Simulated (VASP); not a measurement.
# Ni (Fm-3m) in VASP: further runs

Runs on Ni. Level: PBE. Tasks: single point.

All numbers are computed with VASP 6.6.1; they aren't measurements. Logs are shortened: lines on timing, memory, paths and dates and some standing lists are left out, and cuts for length are marked.

## (1) The cell of the first run

It takes space group Fm-3m (No. 225, cubic). The conventional cell has a = 3.488 Å, b = 3.488 Å, c = 3.488 Å, α = 90.00°, β = 90.00°, γ = 90.00°. Ni (site symmetry m-3m) has 12 Ni at 2.47 Å within 3.3 Å.

## (2) Single point, PBE, collinear spin, ferromagnetic start (volume scaled by 0.96)

INCAR reads:

```
SYSTEM = Ni
PREC = Accurate ; ENCUT = 520
EDIFF = 1E-7 ; ISMEAR = -1
SIGMA = 0.05 ; LREAL = .False.
LASPH = .True. ; NELM = 150
ALGO = Normal ; ISIF = 2
LWAVE = .False. ; LCHARG = .True.
ISPIN = 2 ; MAGMOM = 1.5
LORBIT = 11 ; LMAXMIX = 4
GGA = PE ; LELF = .True.
LVHAR = .True. ; NBANDS = 15
```

KPOINTS reads:

```
regular mesh
0
Gamma
  18 18 18
  0 0 0
```

POSCAR reads:

```
Ni
1.0
    0.0000000000      1.7440558547      1.7440558547
    1.7440558547      0.0000000000      1.7440558547
    1.7440558547      1.7440558547      0.0000000000
Ni
1
Direct
    0.0000000000      0.0000000000      0.0000000000
```

Potentials or basis: VASP PAW PBE potentials, release 64 (Ni).

Launch:

```bash
cat potpaw_PBE.64/Ni/POTCAR > POTCAR
mpirun -np 1 vasp_std > vasp.out
```

OUTCAR:

```text
SYSTEM = Ni
   PREC = Accurate
   ENCUT = 520
   EDIFF = 1E-7
   ISMEAR = -1
   LREAL = .False.
   LASPH = .True.
   NELM = 150
   ISIF = 2
   ISPIN = 2
   LORBIT = 11
   GGA = PE

 ion  position               nearest neighbor table
   1  0.000  0.000  0.000-

  LATTYP: Found a face centered cubic cell.
 ALAT       =     3.4881117094

  Lattice vectors:

 A1 = (   0.0000000000,   1.7440558547,   1.7440558547)
 A2 = (   1.7440558547,   0.0000000000,   1.7440558547)
 A3 = (   1.7440558547,   1.7440558547,   0.0000000000)

Analysis of symmetry for initial positions (statically):
=====================================================================
 Subroutine PRICEL returns:
 Original cell was already a primitive cell.

 Routine SETGRP: Setting up the symmetry group for a
 face centered cubic supercell.

 Subroutine GETGRP returns: Found 48 space group operations
 (whereof 48 operations were pure point group operations)
 out of a pool of 48 trial point group operations.

The static configuration has the point symmetry O_h .

Analysis of symmetry for dynamics (positions and initial velocities):
=====================================================================
 Subroutine PRICEL returns:
 Original cell was already a primitive cell.

 Routine SETGRP: Setting up the symmetry group for a
 face centered cubic supercell.

 Subroutine GETGRP returns: Found 48 space group operations
 (whereof 48 operations were pure point group operations)
 out of a pool of 48 trial point group operations.

The dynamic configuration has the point symmetry O_h .

Analysis of structural, dynamic, and magnetic symmetry:
=====================================================================
 Subroutine PRICEL returns:
 Original cell was already a primitive cell.

 Routine SETGRP: Setting up the symmetry group for a
 face centered cubic supercell.

 Subroutine GETGRP returns: Found 48 space group operations
 (whereof 48 operations were pure point group operations)
 out of a pool of 48 trial point group operations.

The overall configuration has the point symmetry O_h .

 Subroutine INISYM returns: Found 48 space group operations
 (whereof 48 operations are pure point group operations),
 and found     1 'primitive' translations

----------------------------------------------------------------------------------------

                                     Primitive cell

  volume of cell :      10.6099

  direct lattice vectors                    reciprocal lattice vectors
     0.000000000  1.744055855  1.744055855    -0.286688066  0.286688066  0.286688066
     1.744055855  0.000000000  1.744055855     0.286688066 -0.286688066  0.286688066
     1.744055855  1.744055855  0.000000000     0.286688066  0.286688066 -0.286688066

  length of vectors
     2.466467443  2.466467443  2.466467443     0.496558296  0.496558296  0.496558296

  position of ions in fractional coordinates (direct lattice)
     0.000000000  0.000000000  0.000000000

  ion indices of the primitive-cell ions
   primitive index   ion index
                 1           1

----------------------------------------------------------------------------------------

 KPOINTS: regular mesh

Automatic generation of k-mesh.
 Grid dimensions read from file:
 generate k-points for:   18   18   18

 Generating k-lattice:

  Cartesian coordinates                     Fractional coordinates (reciprocal lattice)
    -0.015927115  0.015927115  0.015927115     0.055555556  0.000000000  0.000000000
     0.015927115 -0.015927115  0.015927115     0.000000000  0.055555556  0.000000000
     0.015927115  0.015927115 -0.015927115     0.000000000  0.000000000  0.055555556

  Length of vectors
     0.027586572  0.027586572  0.027586572

  Shift w.r.t. Gamma in fractional coordinates (k-lattice)
     0.000000000  0.000000000  0.000000000

 Subroutine IBZKPT returns following result:
 ===========================================

 Found    195 irreducible k-points:

 Following reciprocal coordinates:
            Coordinates               Weight
  0.000000  0.000000  0.000000      1.000000
  0.055556  0.000000  0.000000      8.000000
  0.111111  0.000000  0.000000      8.000000
  0.166667  0.000000  0.000000      8.000000
  0.222222  0.000000  0.000000      8.000000
  0.277778  0.000000  0.000000      8.000000
[... 16 lines left out ...]
 -0.277778  0.055556  0.000000     24.000000
 -0.222222  0.055556  0.000000     24.000000
 [... further k-points ...]
   k-points           NKPTS =    195   k-points in BZ     NKDIM =    195   number of bands    NBANDS=     15
   number of dos      NEDOS =    301   number of ions     NIONS =      1
   total plane-waves  NPLWV =   5832
   dimension x,y,z NGX =    18 NGY =   18 NGZ =   18
   dimension x,y,z NGXF=    36 NGYF=   36 NGZF=   36
   ions per type =               1
   NGX,Y,Z   is equivalent  to a cutoff of  12.13, 12.13, 12.13 a.u.
   NGXF,Y,Z  is equivalent  to a cutoff of  24.26, 24.26, 24.26 a.u.
 SYSTEM =  Ni
   PREC   = accura    normal or accurate (medium, high low for compatibility)
   ISTART =      0    job   : 0-new  1-cont  2-samecut
   ICHARG =      2    charge: 1-file 2-atom 10-const
   ISPIN  =      2    spin polarized calculation?
   LNONCOLLINEAR =      F non collinear calculations
   LSORBIT =      F    spin-orbit coupling
   LASPH  =      T    aspherical Exc in radial PAW
   ENCUT  =  520.0 eV  38.22 Ry    6.18 a.u.   4.59  4.59  4.59*2*pi/ulx,y,z
   NELM   =    150;   NELMIN=  2; NELMDL= -5     # of ELM steps
   EDIFF  = 0.1E-06   stopping-criterion for ELM
   LREAL  =      F    real-space projection
   EDIFFG = 0.1E-05   stopping-criterion for IOM
   NSW    =      0    number of steps for IOM
   IBRION =     -1    ionic relax: 0-MD 1-quasi-New 2-CG
   NFREE  =      0    steps in history (QN), initial steepest desc. (CG)
   ISIF   =      2    stress and relaxation
   ISYM   =      2    0-nonsym 1-usesym 2-fastsym
   POTIM  = 0.5000    time-step for ionic-motion
   TEBEG  =    0.0;   TEEND  =   0.0 temperature during run
   PSTRESS=    0.0 pullay stress
   NELECT =      10.0000    total number of electrons
   NUPDOWN=      -1.0000    fix difference up-down
   EMIN   =  10.00;   EMAX   =-10.00  energy-range for DOS
   EFERMI =   0.00;   METHOD = LEGACY
   ISMEAR =    -1;   SIGMA  =   0.05  broadening in eV -4-tet -1-fermi 0-gaus
   EFERMI_NEDOS =   21; number of points for ismear=-14 and -15
   IALGO  =     38    algorithm
   IMIX   =      4    mixing-type and parameters
     AMIX     =   0.40;   BMIX     =  1.00
     AMIX_MAG =   1.60;   BMIX_MAG =  1.00
  volume/ion in A,a.u.               =      10.61        71.60
  Fermi-wavevector in a.u.,A,eV,Ry     =   1.605109  3.033216 35.053695  2.576374
  Thomas-Fermi vector in A             =   2.701507
   LORBIT       =     11    0 simple, 1 ext, 2 COOP (PROOUT), +10 PAW based schemes
   GGA     = PE    functional components
   LHFCALC =     F    Hartree Fock is set to
   AEXX    =    0.0000 exact exchange contribution
   IVDW    =     0    specifies the selected vdW correction
   LEPSILON=     F    determine dielectric tensor
   LRPA    =     F    only Hartree local field effects (RPA)
 spin polarized calculation
  energy-cutoff  :      520.00
  volume of cell :       10.61
 maximum number of plane-waves:       302
   NGX =  9   NGY =  9   NGZ =  9

 number of electron      10.0000004 magnetization       0.6126671

 Free energy of the ion-electron system (eV)
  ---------------------------------------------------
  ext. energy  EPLUGINS =         0.00000000
  ---------------------------------------------------
  free energy    TOTEN  =        -5.47420187 eV

  energy without entropy =       -5.46106360  energy(sigma->0) =       -5.46763273

 E-fermi :   9.7331     XC(G=0): -13.4044

 val. band max:        9.7320065121   @ k =   0.4444   0.2222   0.0556
 cond. band min:       9.7336665521   @ k =   0.5000   0.4444   0.0556
 fundamental gap:      0.0016600400
 Fermi energy:         9.7330762418

 spin component 1

 k-point     1 :       0.0000    0.0000    0.0000
  band No.  band energies     occupation
      1       0.5494      1.00000
      2       7.2454      1.00000
      3       7.2454      1.00000
      4       7.2454      1.00000
      5       8.4645      1.00000
      6       8.4645      1.00000
      7      33.6717      0.00000
      8      37.7321      0.00000
      9      37.7321      0.00000
     10      37.7321      0.00000
     11      40.7570      0.00000
     12      40.7570      0.00000
     13      40.7570      0.00000
     14      43.6564      0.00000
     15      50.2496      0.00000

 k-point     2 :       0.0556    0.0000    0.0000
  band No.  band energies     occupation
      1       0.6726      1.00000
      2       7.2128      1.00000
      3       7.2735      1.00000
      4       7.2735      1.00000
      5       8.4523      1.00000
      6       8.4523      1.00000
      7      33.3109      0.00000
      8      36.1445      0.00000
      9      37.4432      0.00000
     10      37.4432      0.00000
     11      41.1831      0.00000
     12      41.1831      0.00000
     13      41.7104      0.00000
     14      44.6865      0.00000
     15      49.0181      0.00000
[... 365 lines left out ...]
      3       7.4291      1.00000
      4       7.4889      1.00000
      5       8.5276      1.00000
      6       8.8857      1.00000
      7      22.2397      0.00000
      8      31.7328      0.00000
      9      34.8650      0.00000
     10      37.2486      0.00000
     11      38.7455      0.00000
     12      40.3758      0.00000
     13      44.3867      0.00000
     14      47.9381      0.00000
     15      50.3956      0.00000

 k-point    24 :      -0.2222    0.0556    0.0000
  band No.  band energies     occupation
      1       2.7700      1.00000
      2       6.8584      1.00000
      3       7.4817      1.00000
      4       7.5291      1.00000
      5       8.3596      1.00000
      6       8.6848      1.00000
      7      24.9683      0.00000
      8      32.0796      0.00000
      9      35.5452      0.00000
     10      37.6689      0.00000
     11      40.0626      0.00000
     12      40.3503      0.00000
     13      44.7892      0.00000
     14      45.8860      0.00000
     15      48.9205      0.00000

 [... further k-points ...]

 spin component 2

 k-point     1 :       0.0000    0.0000    0.0000
  band No.  band energies     occupation
      1       0.5178      1.00000
      2       7.9834      1.00000
      3       7.9834      1.00000
      4       7.9834      1.00000
      5       9.0355      1.00000
      6       9.0355      1.00000
      7      33.5182      0.00000
      8      37.7115      0.00000
      9      37.7115      0.00000
     10      37.7115      0.00000
     11      40.8605      0.00000
     12      40.8605      0.00000
     13      40.8605      0.00000
     14      43.5387      0.00000
     15      50.4544      0.00000

 k-point     2 :       0.0556    0.0000    0.0000
  band No.  band energies     occupation
      1       0.6412      1.00000
      2       7.9465      1.00000
      3       8.0126      1.00000
      4       8.0126      1.00000
      5       9.0226      1.00000
      6       9.0226      1.00000
      7      33.1960      0.00000
      8      36.1328      0.00000
      9      37.4457      0.00000
     10      37.4457      0.00000
     11      41.2593      0.00000
     12      41.2593      0.00000
     13      41.7293      0.00000
     14      44.6143      0.00000
     15      49.1916      0.00000
[... 365 lines left out ...]
      3       8.0697      1.00000
      4       8.1347      1.00000
      5       9.2027      0.99998
      6       9.5586      0.97039
      7      22.4154      0.00000
      8      31.7355      0.00000
      9      34.8448      0.00000
     10      37.3576      0.00000
     11      38.7683      0.00000
     12      40.3749      0.00000
     13      44.4070      0.00000
     14      48.0267      0.00000
     15      50.5793      0.00000

 k-point    24 :      -0.2222    0.0556    0.0000
  band No.  band energies     occupation
      1       2.7637      1.00000
      2       7.5066      1.00000
      3       8.1554      1.00000
      4       8.2170      1.00000
      5       8.9866      1.00000
      6       9.3267      0.99970
      7      25.1018      0.00000
      8      32.0897      0.00000
      9      35.5158      0.00000
     10      37.7457      0.00000
     11      40.1006      0.00000
     12      40.3254      0.00000
     13      44.7861      0.00000
     14      45.9976      0.00000
     15      49.0778      0.00000

 [... further k-points ...]
[... 5 lines left out ...]
  --------------------------------------------------------------------------------------
  -------------------------------------------------------------------------------------
  Total        0.3536471      0.3536471      0.3536471      0.0000000      0.0000000     -0.0000000
  in kB       53.4034731     53.4034731     53.4034731      0.0000000      0.0000000     -0.0000000
  external PRESSURE =      53.4034731 kB  Pullay stress =       0.0000000 kB

 VOLUME and BASIS-vectors are now :
 -----------------------------------------------------------------------------
  energy-cutoff  :      520.00
  volume of cell :       10.61
      direct lattice vectors                 reciprocal lattice vectors
     0.000000000  1.744055855  1.744055855    -0.286688066  0.286688066  0.286688066
     1.744055855  0.000000000  1.744055855     0.286688066 -0.286688066  0.286688066
     1.744055855  1.744055855  0.000000000     0.286688066  0.286688066 -0.286688066

 POSITION                                       TOTAL-FORCE (eV/Angst)
 -----------------------------------------------------------------------------------
      0.00000      0.00000      0.00000        -0.000000     -0.000000     -0.000000
 -----------------------------------------------------------------------------------
    total drift:                                0.000000     -0.000000      0.000000

  FREE ENERGIE OF THE ION-ELECTRON SYSTEM (eV)
  ---------------------------------------------------
  free  energy   TOTEN  =        -5.4742018672 eV

  energy  without entropy=       -5.4610636021  energy(sigma->0) =       -5.46763273

 total charge

# of ion       s       p       d       tot
------------------------------------------
    1        0.508   0.520   8.327   9.356

 magnetization (x)

# of ion       s       p       d       tot
------------------------------------------
    1       -0.006  -0.025   0.653   0.622
```

It took 65 s on 1 thread of AMD EPYC 7R13 (Zen 3), shared host; peak memory 0.13 GiB.

Results:

- Free energy: -5.4742 eV
- Pressure: 5.3 GPa
- Net moment: 0.61 μB per cell
- Site moments: Ni +0.62 μB
- Valence electrons inside the program's atomic spheres: Ni 9.36

Levels at points of the mesh, in eV from the Fermi level:
Spin up:
```
           k point  band 1  band 2  band 3  band 4  band 5  band 6  band 7  band 8  band 9  band 10
(0.00, 0.00, 0.00)   -9.18   -2.49   -2.49   -2.49   -1.27   -1.27   23.94   28.00   28.00    28.00
(0.50, 0.00, 0.00)   -4.97   -2.47   -2.47   -0.59   -0.59   -0.34    5.85   22.42   25.12    25.12
(0.50, 0.50, 0.00)   -4.79   -4.32   -0.53   -0.45   -0.45    2.47    9.45   15.06   15.06    20.05
```
Spin down:
```tsv
k point	band 2	band 3	band 4	band 5	band 6	band 7	band 8	band 9
(0.00, 0.00, 0.00)	-1.75	-1.75	-1.75	-0.70	-0.70	23.79	27.98	27.98
(0.50, 0.00, 0.00)	-1.87	-1.87	-0.39	0.15	0.15	6.27	22.28	25.21
(0.50, 0.50, 0.00)	-3.72	0.06	0.40	0.40	2.43	9.69	15.08	15.08
```

## (3) Single point, PBE, collinear spin, ferromagnetic start (volume scaled by 0.98)

INCAR reads:

```
  ALGO = Normal
  EDIFF = 1E-7
  ENCUT = 520
  GGA = PE
  ISIF = 2
  ISMEAR = -1
  ISPIN = 2
  LASPH = T
  LCHARG = T
  LELF = T
  LMAXMIX = 4
  LORBIT = 11
  LREAL = F
  LVHAR = T
  LWAVE = F
  MAGMOM = 1.5
  NBANDS = 15
  NELM = 150
  PREC = Accurate
  SIGMA = 0.05
```

KPOINTS reads:

```
k-points
0
Gamma
  18 18 18
```

POSCAR reads:

```
Ni
1.0
    0.0000000000      1.7560842062      1.7560842062
    1.7560842062      0.0000000000      1.7560842062
    1.7560842062      1.7560842062      0.0000000000
Ni
1
Direct
    0.0000000000      0.0000000000      0.0000000000
```

Potentials or basis: VASP PAW PBE potentials, release 64 (Ni).

Launch:

```bash
cat potpaw_PBE.64/Ni/POTCAR > POTCAR
mpirun -np 1 vasp_std > vasp.out
```

Wall time 59 s (1 thread of AMD EPYC 7R13 (Zen 3), shared host); peak memory 0.13 GiB.

The run converged. Its results:

```yaml
Free_energy: -5.4785 eV
Pressure: 1.0 GPa
Net_moment: 0.62 μB per cell
Site_moments: Ni +0.63 μB
Valence_electrons_inside_the_program's_atomic_spheres: Ni 9.32
```

Levels at points of the mesh, in eV from the Fermi level:
Spin up:
| k point | band 3 | band 4 | band 5 | band 6 | band 7 | band 8 |
| --- | --- | --- | --- | --- | --- | --- |
| (0.00, 0.00, 0.00) | -2.44 | -2.44 | -1.25 | -1.25 | 23.76 | 27.66 |
| (0.50, 0.00, 0.00) | -2.42 | -0.59 | -0.59 | -0.30 | 5.70 | 22.25 |
| (0.50, 0.50, 0.00) | -0.54 | -0.46 | -0.46 | 2.45 | 9.27 | 14.87 |
Spin down:
| k point | band 2 | band 3 | band 4 | band 5 | band 6 | band 7 | band 8 | band 9 |
| --- | --- | --- | --- | --- | --- | --- | --- | --- |
| (0.00, 0.00, 0.00) | -1.69 | -1.69 | -1.69 | -0.68 | -0.68 | 23.60 | 27.64 | 27.64 |
| (0.50, 0.00, 0.00) | -1.81 | -1.81 | -0.36 | 0.15 | 0.15 | 6.12 | 22.11 | 24.84 |
| (0.50, 0.50, 0.00) | -3.60 | 0.06 | 0.39 | 0.39 | 2.41 | 9.50 | 14.88 | 14.88 |

[end of part 1 of 2]
